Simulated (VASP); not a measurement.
A run of VASP 6.6.1:

File POSCAR:

```
Sb2AsS2
1.0
    5.5509987700     -1.9803993800     -0.0550309500
    5.5509987700      1.9803993800     -0.0550309500
   -5.6179568600      0.0000000000     11.6687088900
Sb As S
4 2 4
Direct
    0.9531008900      0.9531008900      0.1688692800
    0.0468991100      0.0468991100      0.8311307200
    0.8051271200      0.8051271200      0.3988704600
    0.1948728800      0.1948728800      0.6011295400
    0.3977580300      0.3977580300      0.0130317900
    0.6022419700      0.6022419700      0.9869682100
    0.2013112100      0.2013112100      0.2386861700
    0.7986887900      0.7986887900      0.7613138300
    0.6031124100      0.6031124100      0.4284182000
    0.3968875900      0.3968875900      0.5715818000
```

INCAR.step1

```
SYSTEM = Sb2AsS2
PREC = Accurate ; ENCUT = 520
ISMEAR = -1 ; SIGMA = 0.02
LREAL = .False. ; LASPH = .True.
NELM = 80 ; NBANDS = 38
GGA = PE ; ALGO = Normal
EDIFF = 1E-4 ; LWAVE = .True.
LCHARG = .False.
```

INCAR.step2

```
SYSTEM = Sb2AsS2
PREC = Accurate ; ENCUT = 520
EDIFF = 1E-6 ; ISMEAR = -1
SIGMA = 0.02 ; LREAL = .False.
LASPH = .True. ; NELM = 80
ALGO = Normal ; ISIF = 2
LWAVE = .False. ; LCHARG = .False.
METAGGA = R2SCAN ; LMIXTAU = .True.
NBANDS = 38 ; ISTART = 1
```

File KPOINTS:

```
Automatic mesh
0
Gamma
  8 8 2
  0 0 0
```

Potentials or basis: VASP PAW PBE potentials, release 64 (Sb, As, S).

Run with:

```sh
$ cat potpaw_PBE.64/Sb/POTCAR potpaw_PBE.64/As/POTCAR potpaw_PBE.64/S/POTCAR > POTCAR
$ cp INCAR.step1 INCAR
$ mpirun -np 1 vasp_std > vasp.out
$ cp INCAR.step2 INCAR
$ mpirun -np 1 vasp_std > vasp.out
```

Hardware: 1 thread of Intel(R) Xeon(R) 6975P-C (Granite Rapids), on a shared host.

Problem. How long does it take, and how much memory?

Solution. It took 21 min on 1 thread of Intel(R) Xeon(R) 6975P-C (Granite Rapids), on a shared host, peak memory 0.75 GiB. Counts: k points 42.
